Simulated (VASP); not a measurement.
Set up this calculation in VASP 6.6.1, as the native input.

| Property | Result |
| --- | --- |
| Task | single point |
| Functional | r2SCAN |
| Potentials or basis | VASP PAW PBE potentials, release 64 (Al, N) |
| Cutoff | 520 eV |
| k mesh | 10 × 10 × 10 |
| Occupations | gaussian, width 0.01 eV |
| Spin | no spin polarisation |
| Dipole correction | no |
| Further INCAR settings | ALGO = Normal; EDIFF = 1e-06; NBANDS = 11 |

The system is AlN.

```
CELL_PARAMETERS angstrom
0.00000 2.01887 1.98616
2.01887 0.00000 1.98616
2.01887 2.01887 0.00000
ATOMIC_POSITIONS crystal
Al 0.00000 0.00000 0.00000
N 0.50000 0.50000 0.50000
```

This cell differs from its parent crystal: uniaxial z strain -1.6%.

The input as run:

POSCAR

```
AlN
1.0
    0.0000000000      2.0188684454      1.9861627766
    2.0188684454      0.0000000000      1.9861627766
    2.0188684454      2.0188684454      0.0000000000
Al N
1 1
Direct
    0.0000000000      0.0000000000      0.0000000000
    0.5000000000      0.5000000000      0.5000000000
```

INCAR.step1

```
ALGO = Normal
EDIFF = 1E-4
ENCUT = 520
GGA = PE
ISMEAR = 0
LASPH = T
LCHARG = F
LREAL = F
LWAVE = T
NBANDS = 11
NELM = 100
PREC = Accurate
SIGMA = 0.01
```

INCAR.step2

```
ALGO = Normal
EDIFF = 1E-6
ENCUT = 520
ISIF = 2
ISMEAR = 0
ISTART = 1
LASPH = T
LCHARG = F
LMIXTAU = T
LREAL = F
LWAVE = F
METAGGA = R2SCAN
NBANDS = 11
NELM = 100
PREC = Accurate
SIGMA = 0.01
```

KPOINTS

```
k-points
0
Gamma
  10 10 10
```

Potentials or basis: VASP PAW PBE potentials, release 64 (Al, N).

The run is started by

```sh
$ cat potpaw_PBE.64/Al/POTCAR potpaw_PBE.64/N/POTCAR > POTCAR
$ cp INCAR.step1 INCAR
$ mpirun -np 1 vasp_std > vasp.out
$ cp INCAR.step2 INCAR
$ mpirun -np 1 vasp_std > vasp.out
```

Results of the run:

The pressure is 4.0 GPa and the band gap on the k mesh is 5.55 eV, indirect (least direct gap 6.78 eV).

Caveat: the cell differs from its parent crystal (uniaxial z strain -1.6%); the PAW data sets were made with another functional, which shifts forces and pressure a little.

Wall time 2.1 min on 1 thread of AMD EPYC 7R43 64-Core Processor (Zen 3), on a shared host, peak memory 0.11 GiB.
